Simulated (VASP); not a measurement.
# Ir (I4/mmm) in VASP: further runs

Runs on Ir. Level: PBEsol. Tasks: single point.

All numbers are computed with VASP 6.6.1; they aren't measurements. Logs are shortened: lines on timing, memory, paths and dates and some standing lists are left out, and cuts for length are marked.

## Step 1: The cell of the first run

Symmetry: I4/mmm, No. 139, tetragonal system. Conventional cell: a = 2.579 Å, b = 2.579 Å, c = 4.031 Å, α = 90.00°, β = 90.00°, γ = 90.00°. Ir (site symmetry 4/mmm) has 12 Ir at 2.58 to 2.72 Å within 3.4 Å.

## Step 2: Single point, PBEsol (strain -0.050 along x and y, +0.050 along z)

File INCAR:

```
  PREC = Accurate
  ENCUT = 520
  EDIFF = 1E-7
  ISMEAR = 0
  SIGMA = 0.15
  LREAL = F
  LASPH = T
  NELM = 100
  ALGO = Fast
  ISIF = 2
  LWAVE = F
  LCHARG = F
  GGA = PS
  NBANDS = 10
```

File KPOINTS:

```
regular mesh
0
Gamma
  22 22 22
```

File POSCAR:

```
Ir
1.0
    0.0000000000      1.8237150000      2.0156850000
    1.8237150000      0.0000000000      2.0156850000
    1.8237150000      1.8237150000      0.0000000000
Ir
1
Direct
    0.0000000000      0.0000000000      0.0000000000
```

Potentials or basis: VASP PAW PBE potentials, release 64 (Ir).

Command:

```bash
cat potpaw_PBE.64/Ir/POTCAR > POTCAR
mpirun -np 1 vasp_std > vasp.out
```

OUTCAR:

```text
PREC = Accurate
   ENCUT = 520
   EDIFF = 1E-7
   ISMEAR = 0
   LREAL = F
   LASPH = T
   NELM = 100
   ISIF = 2
   GGA = PS

 ion  position               nearest neighbor table
   1  0.000  0.000  0.000-

  LATTYP: Found a body centered tetragonal cell.
 ALAT       =     2.5791224869
 C/A-ratio  =     1.5630781479

  Lattice vectors:

 A1 = (  -1.8237150000,   0.0000000000,   2.0156850000)
 A2 = (   1.8237150000,   0.0000000000,   2.0156850000)
 A3 = (   0.0000000000,   1.8237150000,  -2.0156850000)

Analysis of symmetry for initial positions (statically):
=====================================================================
 Subroutine PRICEL returns:
 Original cell was already a primitive cell.

 Routine SETGRP: Setting up the symmetry group for a
 body centered tetragonal supercell.

 Subroutine GETGRP returns: Found 16 space group operations
 (whereof 16 operations were pure point group operations)
 out of a pool of 16 trial point group operations.

The static configuration has the point symmetry D_4h.

Analysis of symmetry for dynamics (positions and initial velocities):
=====================================================================
 Subroutine PRICEL returns:
 Original cell was already a primitive cell.

 Routine SETGRP: Setting up the symmetry group for a
 body centered tetragonal supercell.

 Subroutine GETGRP returns: Found 16 space group operations
 (whereof 16 operations were pure point group operations)
 out of a pool of 16 trial point group operations.

The dynamic configuration has the point symmetry D_4h.

 Subroutine INISYM returns: Found 16 space group operations
 (whereof 16 operations are pure point group operations),
 and found     1 'primitive' translations

----------------------------------------------------------------------------------------

                                     Primitive cell

  volume of cell :      13.4081

  direct lattice vectors                    reciprocal lattice vectors
     0.000000000  1.823715000  2.015685000    -0.274165645  0.274165645  0.248054632
     1.823715000  0.000000000  2.015685000     0.274165645 -0.274165645  0.248054632
     1.823715000  1.823715000  0.000000000     0.274165645  0.274165645 -0.248054632

  length of vectors
     2.718257240  2.718257240  2.579122487     0.460287630  0.460287630  0.460287630

  position of ions in fractional coordinates (direct lattice)
     0.000000000  0.000000000  0.000000000

  ion indices of the primitive-cell ions
   primitive index   ion index
                 1           1

----------------------------------------------------------------------------------------

 KPOINTS: regular mesh

Automatic generation of k-mesh.
 Grid dimensions read from file:
 generate k-points for:   22   22   22

 Generating k-lattice:

  Cartesian coordinates                     Fractional coordinates (reciprocal lattice)
    -0.012462075  0.012462075  0.011275211     0.045454545 -0.000000000  0.000000000
     0.012462075 -0.012462075  0.011275211    -0.000000000  0.045454545  0.000000000
     0.012462075  0.012462075 -0.011275211     0.000000000  0.000000000  0.045454545

  Length of vectors
     0.020922165  0.020922165  0.020922165

  Shift w.r.t. Gamma in fractional coordinates (k-lattice)
     0.000000000  0.000000000  0.000000000

 Subroutine IBZKPT returns following result:
 ===========================================

 Found    834 irreducible k-points:

 Following reciprocal coordinates:
            Coordinates               Weight
  0.000000  0.000000  0.000000      1.000000
  0.045455  0.000000  0.000000      8.000000
  0.090909  0.000000  0.000000      8.000000
  0.136364 -0.000000  0.000000      8.000000
  0.181818  0.000000  0.000000      8.000000
  0.227273  0.000000  0.000000      8.000000
[... 16 lines left out ...]
  0.500000  0.045455  0.000000      8.000000
 -0.454545  0.045455  0.000000      8.000000
 [... further k-points ...]
   k-points           NKPTS =    834   k-points in BZ     NKDIM =    834   number of bands    NBANDS=     10
   number of dos      NEDOS =    301   number of ions     NIONS =      1
   total plane-waves  NPLWV =   8000
   dimension x,y,z NGX =    20 NGY =   20 NGZ =   20
   dimension x,y,z NGXF=    40 NGYF=   40 NGZF=   40
   ions per type =               1
   NGX,Y,Z   is equivalent  to a cutoff of  12.23, 12.23, 12.89 a.u.
   NGXF,Y,Z  is equivalent  to a cutoff of  24.46, 24.46, 25.78 a.u.
 SYSTEM =  unknown system
   PREC   = accura    normal or accurate (medium, high low for compatibility)
   ISTART =      0    job   : 0-new  1-cont  2-samecut
   ICHARG =      2    charge: 1-file 2-atom 10-const
   ISPIN  =      1    spin polarized calculation?
   LNONCOLLINEAR =      F non collinear calculations
   LSORBIT =      F    spin-orbit coupling
   LASPH  =      T    aspherical Exc in radial PAW
   ENCUT  =  520.0 eV  38.22 Ry    6.18 a.u.   5.05  5.05  4.80*2*pi/ulx,y,z
   NELM   =    100;   NELMIN=  2; NELMDL= -5     # of ELM steps
   EDIFF  = 0.1E-06   stopping-criterion for ELM
   LREAL  =      F    real-space projection
   EDIFFG = 0.1E-05   stopping-criterion for IOM
   NSW    =      0    number of steps for IOM
   IBRION =     -1    ionic relax: 0-MD 1-quasi-New 2-CG
   NFREE  =      0    steps in history (QN), initial steepest desc. (CG)
   ISIF   =      2    stress and relaxation
   ISYM   =      2    0-nonsym 1-usesym 2-fastsym
   POTIM  = 0.5000    time-step for ionic-motion
   TEBEG  =    0.0;   TEEND  =   0.0 temperature during run
   PSTRESS=    0.0 pullay stress
   NELECT =       9.0000    total number of electrons
   NUPDOWN=      -1.0000    fix difference up-down
   EMIN   =  10.00;   EMAX   =-10.00  energy-range for DOS
   EFERMI =   0.00;   METHOD = LEGACY
   ISMEAR =     0;   SIGMA  =   0.15  broadening in eV -4-tet -1-fermi 0-gaus
   EFERMI_NEDOS =   21; number of points for ismear=-14 and -15
   IALGO  =     68    algorithm
   IMIX   =      4    mixing-type and parameters
     AMIX     =   0.40;   BMIX     =  1.00
     AMIX_MAG =   1.60;   BMIX_MAG =  1.00
  volume/ion in A,a.u.               =      13.41        90.48
  Fermi-wavevector in a.u.,A,eV,Ry     =   1.433398  2.708729 27.954937  2.054630
  Thomas-Fermi vector in A             =   2.552921
   LORBIT       =      0    0 simple, 1 ext, 2 COOP (PROOUT), +10 PAW based schemes
   GGA     = PS    functional components
   LHFCALC =     F    Hartree Fock is set to
   AEXX    =    0.0000 exact exchange contribution
   IVDW    =     0    specifies the selected vdW correction
   LEPSILON=     F    determine dielectric tensor
   LRPA    =     F    only Hartree local field effects (RPA)
 non-spin polarized calculation
 RMM-DIIS sequential band-by-band and
 Gauss-broadening in eV      SIGMA  =   0.15
  energy-cutoff  :      520.00
  volume of cell :       13.41
 maximum number of plane-waves:       380
   NGX = 11   NGY = 11   NGZ =  9

 number of electron       9.0000000 magnetization

 Free energy of the ion-electron system (eV)
  ---------------------------------------------------
  ext. energy  EPLUGINS =         0.00000000
  ---------------------------------------------------
  free energy    TOTEN  =        -9.65225702 eV

  energy without entropy =       -9.64200205  energy(sigma->0) =       -9.64712953

 E-fermi :  11.1633     XC(G=0): -14.4145

 val. band max:       11.1600593882   @ k =  -0.3636  -0.0000   0.0909
 cond. band min:      11.1640543349   @ k =  -0.4545   0.4091   0.0909
 fundamental gap:      0.0039949467
 Fermi energy:        11.1633496866

 k-point     1 :       0.0000    0.0000    0.0000
  band No.  band energies     occupation
      1      -0.5719      2.00000
      2       6.0428      2.00000
      3       7.5463      2.00000
      4       7.5463      2.00000
      5       8.8561      2.00000
      6      10.8614      1.99559
      7      25.5863      0.00000
      8      29.2223      0.00000
      9      32.4719      0.00000
     10      32.4719      0.00000

 k-point     2 :       0.0455    0.0000    0.0000
  band No.  band energies     occupation
      1      -0.4734      2.00000
      2       6.0707      2.00000
      3       7.5017      2.00000
      4       7.5893      2.00000
      5       8.8469      2.00000
      6      10.8131      1.99904
      7      25.7603      0.00000
      8      29.2615      0.00000
      9      31.9791      0.00000
     10      32.6460      0.00000

 k-point     3 :       0.0909    0.0000    0.0000
  band No.  band energies     occupation
      1      -0.1852      2.00000
      2       6.1382      2.00000
      3       7.3806      2.00000
      4       7.7114      2.00000
      5       8.8442      2.00000
      6      10.6818      1.99999
      7      26.2493      0.00000
      8      29.1320      0.00000
      9      31.3444      0.00000
     10      33.1555      0.00000

 k-point     4 :       0.1364   -0.0000    0.0000
  band No.  band energies     occupation
      1       0.2694      2.00000
      2       6.2050      2.00000
      3       7.2167      2.00000
      4       7.8884      2.00000
      5       8.9140      2.00000
      6      10.5092      2.00000
      7      26.9295      0.00000
      8      28.3858      0.00000
      9      31.5442      0.00000
     10      33.9620      0.00000
[... 222 lines left out ...]
 k-point    22 :       0.4545    0.0455    0.0000
  band No.  band energies     occupation
      1       2.5791      2.00000
      2       6.1254      2.00000
      3       7.7581      2.00000
      4       9.4160      2.00000
      5      11.8291      0.00000
      6      12.3598      0.00000
      7      19.8838      0.00000
      8      25.0865      0.00000
      9      31.6474      0.00000
     10      32.4656      0.00000

 k-point    23 :       0.5000    0.0455    0.0000
  band No.  band energies     occupation
      1       2.5694      2.00000
      2       6.1052      2.00000
      3       7.6833      2.00000
      4       9.9129      2.00000
      5      11.8827      0.00000
      6      12.8222      0.00000
      7      19.1385      0.00000
      8      24.8582      0.00000
      9      30.9399      0.00000
     10      32.3063      0.00000

 k-point    24 :      -0.4545    0.0455    0.0000
  band No.  band energies     occupation
      1       2.5740      2.00000
      2       6.1386      2.00000
      3       7.6726      2.00000
      4       9.7721      2.00000
      5      11.7636      0.00000
      6      12.9769      0.00000
      7      19.2328      0.00000
      8      24.9040      0.00000
      9      30.7559      0.00000
     10      32.5767      0.00000

 [... further k-points ...]

------------------------ aborting loop because EDIFF is reached ----------------------------------------

  FORCE on cell =-STRESS in cart. coord.  units (eV):
  Direction    XX          YY          ZZ          XY          YZ          ZX
  --------------------------------------------------------------------------------------
  -------------------------------------------------------------------------------------
  Total        3.3197748      3.3197748     -0.4262533      0.0000000      0.0000000      0.0000000
  in kB      396.6912316    396.6912316    -50.9344580      0.0000000      0.0000000      0.0000000
  external PRESSURE =     247.4826684 kB  Pullay stress =       0.0000000 kB

 VOLUME and BASIS-vectors are now :
 -----------------------------------------------------------------------------
  energy-cutoff  :      520.00
  volume of cell :       13.41
      direct lattice vectors                 reciprocal lattice vectors
     0.000000000  1.823715000  2.015685000    -0.274165645  0.274165645  0.248054632
     1.823715000  0.000000000  2.015685000     0.274165645 -0.274165645  0.248054632
     1.823715000  1.823715000  0.000000000     0.274165645  0.274165645 -0.248054632

 POSITION                                       TOTAL-FORCE (eV/Angst)
 -----------------------------------------------------------------------------------
      0.00000      0.00000      0.00000        -0.000000      0.000000      0.000000
 -----------------------------------------------------------------------------------
    total drift:                                0.000000      0.000000     -0.000000

  FREE ENERGIE OF THE ION-ELECTRON SYSTEM (eV)
  ---------------------------------------------------
  free  energy   TOTEN  =        -9.6522570159 eV

  energy  without entropy=       -9.6420020485  energy(sigma->0) =       -9.64712953
```

It took 3.6 min on 1 thread of Intel Xeon 8259CL, shared host; peak memory 0.24 GiB.

Results:

| Item | Value |
| --- | --- |
| Free energy | -9.6523 eV |
| Pressure | 24.7 GPa |
| Band gap on the k mesh | zero (an odd number of electrons rules out a gap without spin polarisation) |

Stress tensor (GPa, compression positive):
```
39.67  0.00  0.00
 0.00 39.67  0.00
 0.00  0.00 -5.09
```

Levels at points of the mesh, in eV from the Fermi level:
```csv
k point,band 1,band 2,band 3,band 4,band 5,band 6,band 7,band 8
"(0.00, 0.00, 0.00)",-11.74,-5.12,-3.62,-3.62,-2.31,-0.30,14.42,18.06
"(0.50, 0.00, 0.00)",-8.67,-5.00,-3.55,-0.88,0.71,1.35,7.97,13.58
"(0.50, 0.50, 0.00)",-8.63,-7.89,0.31,1.21,1.58,1.58,9.41,13.25
"(0.50, 0.00, 0.50)",-8.52,-7.88,0.80,0.88,2.47,2.49,10.82,12.09
```

Caveat: the cell differs from its parent crystal (strain -0.050 along x and y, +0.050 along z); the cell stands under pressure; the PAW data sets were made with another functional, which shifts forces and pressure a little; spin-orbit coupling is left out, which moves the levels of the heavy elements.

## Step 3: Single point, PBEsol (strain +0.000 along x and y, -0.050 along z)

File INCAR:

```
SYSTEM = Ir
ALGO     = Fast           ! electronic algorithm
EDIFF    = 1E-6           ! SCF threshold, eV
ENCUT    = 520            ! plane-wave cutoff, eV
GGA      = PS             ! functional
ISIF     = 2              ! what is computed and relaxed
ISMEAR   = 0              ! smearing method
LASPH    = .TRUE.         ! aspherical terms in the spheres
LCHARG   = .FALSE.        ! write CHGCAR
LREAL    = .FALSE.        ! projectors in reciprocal space
LWAVE    = .FALSE.        ! write WAVECAR
NBANDS   = 10             ! bands
NELM     = 100            ! most SCF steps
PREC     = Accurate       ! precision mode
SIGMA    = 0.15           ! smearing width, eV
```

File KPOINTS:

```
k-points
0
G
  22 22 22
  0 0 0
```

File POSCAR:

```
Ir
1.0
    0.0000000000      1.9197000000      1.8237150000
    1.9197000000      0.0000000000      1.8237150000
    1.9197000000      1.9197000000      0.0000000000
Ir
1
Direct
    0.0000000000      0.0000000000      0.0000000000
```

Potentials or basis: VASP PAW PBE potentials, release 64 (Ir).

Command:

```bash
cat potpaw_PBE.64/Ir/POTCAR > POTCAR
mpirun -np 1 vasp_std > vasp.out
```

It took 4.2 min on 1 thread of Intel Xeon 8259CL, shared host; peak memory 0.24 GiB.

It converged, with:

| Quantity | Value |
| --- | --- |
| Free energy | -9.7509 eV |
| Pressure | 21.2 GPa |
| Band gap on the k mesh | zero (an odd number of electrons rules out a gap without spin polarisation) |

Stress tensor (GPa, compression positive):
```
14.03  0.00  0.00
 0.00 14.03  0.00
 0.00  0.00 35.42
```

Levels at points of the mesh, in eV from the Fermi level:
```
           k point  band 1  band 2  band 3  band 4  band 5  band 6  band 7  band 8
(0.00, 0.00, 0.00)  -11.72   -4.39   -4.39   -3.71   -1.73   -0.80   14.29   19.53
(0.50, 0.00, 0.00)   -8.67   -4.68   -3.90   -0.91    0.81    1.25    7.83   13.73
(0.50, 0.50, 0.00)   -8.48   -7.97    0.98    1.70    1.70    2.47   11.31   11.31
(0.50, 0.00, 0.50)   -8.54   -7.87    0.99    1.29    1.31    1.97   10.76   11.94
```

Caveat: the cell differs from its parent crystal (strain +0.000 along x and y, -0.050 along z); the cell stands under pressure; the PAW data sets were made with another functional, which shifts forces and pressure a little; spin-orbit coupling is left out, which moves the levels of the heavy elements.
